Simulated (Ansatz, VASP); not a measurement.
CdS in VASP and in Ansatz

```
Cd S
1.0
     0.00000    2.58597    2.58597
     2.58597    0.00000    2.58597
     2.58597    2.58597    0.00000
Cd S
1 1
Direct
  0.00000 0.00000 0.00000
  0.50000 0.50000 0.50000
```

Change from the starting cell: volume scaled by 0.88, PAW files.

Alike in both runs: task single point; functional PBEsol; k mesh 13 × 13 × 13; occupations fermi-dirac, width 0.08 eV; no spin polarisation.

```csv
,VASP,Ansatz
version,VASP 6.6.1,Ansatz 0.2.0
potentials or method,"VASP PAW PBE potentials, release 64 (Cd, S)","PAW with Ansatz's default frozen-core files, scalar-relativistic"
plane-wave cutoff (eV),520,420
valence electrons in the cell,18,26
```

VASP gave:

| Item | Value |
| --- | --- |
| pressure (GPa) | 15.5 |

Task: Estimate Ansatz's values.

Result: Pressure (GPa): 14.5.

VASP's potentials were made for PBE, not for PBEsol. VASP's potentials hold 18 valence electrons a cell and Ansatz's 26, so a difference there can come from the potentials and not from the codes.
